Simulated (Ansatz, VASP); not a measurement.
**V in VASP and in Ansatz**

```
V
1.0
     4.30775    0.00000    0.00000
    -2.15387    3.73062    0.00000
     0.00000    0.00000    2.28085
V
3
Cartesian
  -2.1539 3.7306 0.0000
  0.0000 2.4871 1.1404
  2.1539 1.2435 1.1404
```

Alike in both runs: task single point; functional LDA; k mesh 9 × 9 × 15; occupations fermi-dirac, width 0.1 eV; no spin polarisation.

```csv
,VASP,Ansatz
version,VASP 6.6.1,Ansatz 0.2.0
potentials or method,"VASP PAW LDA potentials, release 64 (V_sv), cutoff 520 eV","plane waves (420 eV) with PAW, scalar-relativistic"
valence electrons in the cell,39,39
```

Ansatz gave:

```
pressure (GPa)                                                : 8.7
traceless stress, the component that is largest in VASP (GPa) : 0.34
```

Q: What did VASP give for the same quantities?

A: Pressure (GPa): 9.6; traceless stress, the component that is largest in VASP (GPa): 0.89.

Ansatz warns that its potentials were made for another functional, while VASP's fit it. LDA's correlation is that of Perdew and Zunger in VASP and of Perdew and Wang (1992) in Ansatz.
